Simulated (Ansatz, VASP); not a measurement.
# Two plane-wave programs on ScPd3

```
Sc Pd
1.0
     3.90273    0.00000    0.00000
     0.00000    3.90273    0.00000
     0.00000    0.00000    3.90273
Sc Pd
1 3
Cartesian
  0.0000 0.0000 0.0000
  0.0000 1.9514 1.9514
  1.9514 0.0000 1.9514
  1.9514 1.9514 0.0000
```

Alike in both runs: task electric field gradients; functional LDA; k mesh 12 × 12 × 12; occupations fermi-dirac, width 0.15 eV; no spin polarisation.

|  | VASP | Ansatz |
| --- | --- | --- |
| version | VASP 6.6.1 | Ansatz 0.2.0 |
| potentials or method | VASP PAW LDA potentials, release 64 (Sc_sv, Pd_sv_GW), cutoff 470 eV | scalar-relativistic, plane waves, PAW |
| valence electrons in the cell | 65 | 65 |

|  | VASP | Ansatz | Ansatz less VASP |
| --- | --- | --- | --- |
| gap on the k mesh at the Fermi level (eV) | none | none | - |
| size of Vzz on the site where it differs most (V/Å²) | 74.2 | 76.3 | +2.07 |

LDA's correlation is that of Perdew and Zunger in VASP and of Perdew and Wang (1992) in Ansatz. A gap of «none» marks a metal or a gap that the smearing closes.
